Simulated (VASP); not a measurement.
# NaH (Fm-3m) in VASP: vibrations by perturbation theory with PBE

Aim: the vibrations by perturbation theory of NaH with PBE.

Everything below comes from runs of VASP 6.6.1. Logs are shortened: lines on timing, memory, paths and dates and some standing lists are left out, and cuts for length are marked.

## 1. The cell of the first run

It takes space group Fm-3m (No. 225, cubic). The conventional cell has a = 4.546 Å, b = 4.546 Å, c = 4.546 Å, α = 90.00°, β = 90.00°, γ = 90.00°. Na (site symmetry m-3m) has 6 H at 2.27 Å within 3.0 Å. H (site symmetry m-3m) has 6 Na at 2.27 Å within 3.0 Å.

## 2. Vibrations by perturbation theory, PBE

The input, INCAR:

```
PREC = Accurate
ENCUT = 520
EDIFF = 1E-8
ISMEAR = 0
SIGMA = 0.01
LREAL = F
LASPH = T
NELM = 80
ALGO = Normal
ISIF = 2
LWAVE = F
LCHARG = F
GGA = PE
IBRION = 8
NSW = 1
LEPSILON = T
```

The input, KPOINTS:

```
regular mesh
0
Gamma
  8 8 8
```

The input, POSCAR:

```
NaH
1.0
    0.0000000000      2.2727774097      2.2727774097
    2.2727774097      0.0000000000      2.2727774097
    2.2727774097      2.2727774097      0.0000000000
Na H
1 1
Direct
    0.0000000000      0.0000000000      0.0000000000
    0.5000000000      0.5000000000      0.5000000000
```

Potentials or basis: VASP PAW PBE potentials, release 64 (Na_pv, H).

On the command line:

```bash
cat potpaw_PBE.64/Na_pv/POTCAR potpaw_PBE.64/H/POTCAR > POTCAR
mpirun -np 1 vasp_std > vasp.out
```

OUTCAR:

```text
PREC = Accurate
   ENCUT = 520
   EDIFF = 1E-8
   ISMEAR = 0
   LREAL = F
   LASPH = T
   NELM = 80
   ISIF = 2
   GGA = PE
   IBRION = 8
   NSW = 1
   LEPSILON = T

 ion  position               nearest neighbor table
   1  0.000  0.000  0.000-
   2  0.500  0.500  0.500-

  LATTYP: Found a face centered cubic cell.
 ALAT       =     4.5455548194

  Lattice vectors:

 A1 = (   0.0000000000,   2.2727774097,   2.2727774097)
 A2 = (   2.2727774097,   0.0000000000,   2.2727774097)
 A3 = (   2.2727774097,   2.2727774097,   0.0000000000)

Analysis of symmetry for initial positions (statically):
=====================================================================
 Subroutine PRICEL returns:
 Original cell was already a primitive cell.

 Routine SETGRP: Setting up the symmetry group for a
 face centered cubic supercell.

 Subroutine GETGRP returns: Found 48 space group operations
 (whereof 48 operations were pure point group operations)
 out of a pool of 48 trial point group operations.

The static configuration has the point symmetry O_h .

Analysis of symmetry for dynamics (positions and initial velocities):
=====================================================================
 Subroutine PRICEL returns:
 Original cell was already a primitive cell.

 Routine SETGRP: Setting up the symmetry group for a
 face centered cubic supercell.

 Subroutine GETGRP returns: Found 48 space group operations
 (whereof 48 operations were pure point group operations)
 out of a pool of 48 trial point group operations.

The dynamic configuration has the point symmetry O_h .

 Subroutine INISYM returns: Found 48 space group operations
 (whereof 48 operations are pure point group operations),
 and found     1 'primitive' translations

----------------------------------------------------------------------------------------

                                     Primitive cell

  volume of cell :      23.4801

  direct lattice vectors                    reciprocal lattice vectors
     0.000000000  2.272777410  2.272777410    -0.219995147  0.219995147  0.219995147
     2.272777410  0.000000000  2.272777410     0.219995147 -0.219995147  0.219995147
     2.272777410  2.272777410  0.000000000     0.219995147  0.219995147 -0.219995147

  length of vectors
     3.214192637  3.214192637  3.214192637     0.381042772  0.381042772  0.381042772

  position of ions in fractional coordinates (direct lattice)
     0.000000000  0.000000000  0.000000000
     0.500000000  0.500000000  0.500000000

  ion indices of the primitive-cell ions
   primitive index   ion index
                 1           1
                 2           2

----------------------------------------------------------------------------------------

 KPOINTS: regular mesh

Automatic generation of k-mesh.
 Grid dimensions read from file:
 generate k-points for:    8    8    8

 Generating k-lattice:

  Cartesian coordinates                     Fractional coordinates (reciprocal lattice)
    -0.027499393  0.027499393  0.027499393     0.125000000  0.000000000  0.000000000
     0.027499393 -0.027499393  0.027499393     0.000000000  0.125000000  0.000000000
[... 412 lines left out ...]
  ---------------------------------------------------
  free energy    TOTEN  =        -0.16042546 eV

  energy without entropy =       -0.16042546

------------------------ aborting loop because EDIFF is reached ----------------------------------------

--------------------------------------- Ionic step        2  -------------------------------------------

------------------------ aborting loop because EDIFF is reached ----------------------------------------

--------------------------------------- Ionic step        3  -------------------------------------------

------------------------ aborting loop because EDIFF is reached ----------------------------------------

 PIEZOELECTRIC TENSOR FIELD DIRECTION 3  (e Angst)
 -----------------------------------------------------------------------------
     0.00035  0.00000 -0.00000           ( -0.00000  0.00000 -0.00000)
     0.00000  0.00035 -0.00000           (  0.00000 -0.00000  0.00000)
     0.00000 -0.00000 -0.00056           ( -0.00000  0.00000 -0.00001)

 PIEZOELECTRIC TENSOR FIELD DIRECTION 3  (C/m^2)
 -----------------------------------------------------------------------------
     0.00024  0.00000 -0.00000
     0.00000  0.00024 -0.00000
     0.00000 -0.00000 -0.00038

--------------------------------------- Ionic step        4  -------------------------------------------

------------------------ aborting loop because EDIFF is reached ----------------------------------------

[... ionic steps 5 to 6 ...]

--------------------------------------- Ionic step        7  -------------------------------------------

 Free energy of the ion-electron system (eV)
  ---------------------------------------------------
  ---------------------------------------------------
  free energy    TOTEN  =        -0.01849384 eV

  energy without entropy =       -0.01849384

------------------------ aborting loop because EDIFF is reached ----------------------------------------

 INTERNAL STRAIN TENSOR  FOR ION    2  DIRECTION 1   (eV/Angst):
 -----------------------------------------------------------------------------
     0.00825 -0.00000  0.00000
    -0.00000 -0.00431 -0.00000
     0.00000 -0.00000 -0.00431

 MACROSCOPIC STATIC DIELECTRIC TENSOR (including local field effects in DFT)
 ------------------------------------------------------
           3.134658     0.000000     0.000000
          -0.000000     3.134658     0.000000
          -0.000000     0.000000     3.134658
 ------------------------------------------------------

 PIEZOELECTRIC TENSOR (including local field effects)  for field in x, y, z        (e  Angst)
          XX          YY          ZZ          XY          YZ          ZX
  --------------------------------------------------------------------------------
  x     0.00000     0.00000     0.00000     0.00000     0.00000     0.00000
  y     0.00000     0.00000     0.00000     0.00000     0.00000     0.00000
  z     0.00000     0.00000     0.00000     0.00000     0.00000     0.00000

 PIEZOELECTRIC TENSOR (including local field effects)  for field in x, y, z        (C/m^2)
          XX          YY          ZZ          XY          YZ          ZX
  --------------------------------------------------------------------------------
  x     0.00000     0.00000     0.00000     0.00000     0.00000     0.00000
  y     0.00000     0.00000     0.00000     0.00000     0.00000     0.00000
  z     0.00000     0.00000     0.00000     0.00000     0.00000     0.00000

 BORN EFFECTIVE CHARGES (including local field effects) (in |e|, cummulative output)
 ---------------------------------------------------------------------------------
 ion    1
    1     0.91511     0.00000    -0.00000
    2     0.00000     0.91511    -0.00000
    3    -0.00000     0.00000     0.91511
 ion    2
    1    -0.91511    -0.00000     0.00000
    2    -0.00000    -0.91511     0.00000
    3     0.00000    -0.00000    -0.91511

 INTERNAL STRAIN TENSOR FOR ION    2 for displacements in x,y,z  (eV/Angst):
          X           Y           Z          XY          YZ          ZX
  --------------------------------------------------------------------------------
  x     0.00000     0.00000     0.00000     0.00000     0.00000     0.00000
  y     0.00000     0.00000     0.00000     0.00000     0.00000     0.00000
  z     0.00000     0.00000     0.00000     0.00000     0.00000     0.00000

 SECOND DERIVATIVES (NOT SYMMETRIZED)
 ------------------------------------
               1X          1Y          1Z          2X          2Y          2Z
  1X    -1.622098    0.000000    0.000000    1.622098    0.000000    0.000000
  1Y     0.000000   -1.622098    0.000000    0.000000    1.622098    0.000000
  1Z     0.000000    0.000000   -1.622098    0.000000    0.000000    1.622098
  2X     1.669248    0.000000    0.000000   -1.669248    0.000000    0.000000
  2Y     0.000000    1.669248    0.000000    0.000000   -1.669248    0.000000
  2Z     0.000000    0.000000    1.669248    0.000000    0.000000   -1.669248

 Eigenvectors and eigenvalues of the dynamical matrix
 ----------------------------------------------------

   1 f  =   20.620667 THz   129.563475 2PiTHz  687.831430 cm-1    85.280190 meV
             X         Y         Z           dx          dy          dz
      0.000000  0.000000  0.000000     0.000000    0.201399   -0.000000
      2.272777  2.272777  2.272777     0.000000   -0.979509   -0.000000
[... 21 lines left out ...]
   6 f/i=    0.058275 THz     0.366153 2PiTHz    1.943847 cm-1     0.241006 meV
             X         Y         Z           dx          dy          dz
      0.000000  0.000000  0.000000    -0.927087   -0.313369    0.041816
      2.272777  2.272777  2.272777    -0.190621   -0.064433    0.008598

--------------------------------------------------------------------------------------------------------

 MACROSCOPIC STATIC DIELECTRIC TENSOR IONIC CONTRIBUTION
 ------------------------------------------------------
           3.921205     0.000000    -0.000000
           0.000000     3.921205    -0.000000
          -0.000000    -0.000000     3.921205
 ------------------------------------------------------

 ELASTIC MODULI CONTR FROM IONIC RELAXATION (kBar)
 Direction    XX          YY          ZZ          XY          YZ          ZX
 --------------------------------------------------------------------------------
 XX           0.0000      0.0000      0.0000      0.0000      0.0000      0.0000
 YY           0.0000      0.0000      0.0000      0.0000      0.0000      0.0000
 ZZ           0.0000      0.0000      0.0000      0.0000      0.0000      0.0000
 XY           0.0000      0.0000      0.0000      0.0000      0.0000      0.0000
 YZ           0.0000      0.0000      0.0000      0.0000      0.0000      0.0000
 ZX           0.0000      0.0000      0.0000      0.0000      0.0000      0.0000
 --------------------------------------------------------------------------------

 PIEZOELECTRIC TENSOR IONIC CONTR  for field in x, y, z        (C/m^2)
          XX          YY          ZZ          XY          YZ          ZX
  --------------------------------------------------------------------------------
  x     0.00000     0.00000     0.00000     0.00000     0.00000     0.00000
  y     0.00000     0.00000     0.00000     0.00000     0.00000     0.00000
  z     0.00000     0.00000     0.00000     0.00000     0.00000     0.00000
```

Run time: 92 s. Hardware: 1 thread of Intel Xeon 8259CL, shared host; peak memory 0.17 GiB.

What came out:

| Item | Value |
| --- | --- |
| Electronic dielectric tensor (diagonal) | 3.13 |
| Born charges (mean of the diagonal) | Na +0.92; H -0.92 e |
| Highest phonon frequency at Γ | 688 cm⁻¹ |

Phonon frequencies in cm⁻¹ (negative: imaginary):
| q point | frequencies |
| --- | --- |
| (0.000, 0.000, 0.000) | -2 -2 -2 688 688 688 |

Electronic dielectric tensor:
```
3.13 0.00 0.00
0.00 3.13 0.00
0.00 0.00 3.13
```

Born effective charge tensors (e):
atom 1, Na
```
0.92 0.00 0.00
0.00 0.92 0.00
0.00 0.00 0.92
```
atom 2, H
```
-0.92  0.00  0.00
 0.00 -0.92  0.00
 0.00  0.00 -0.92
```

Caveat: the cell stands under pressure or tension, which shifts response properties.
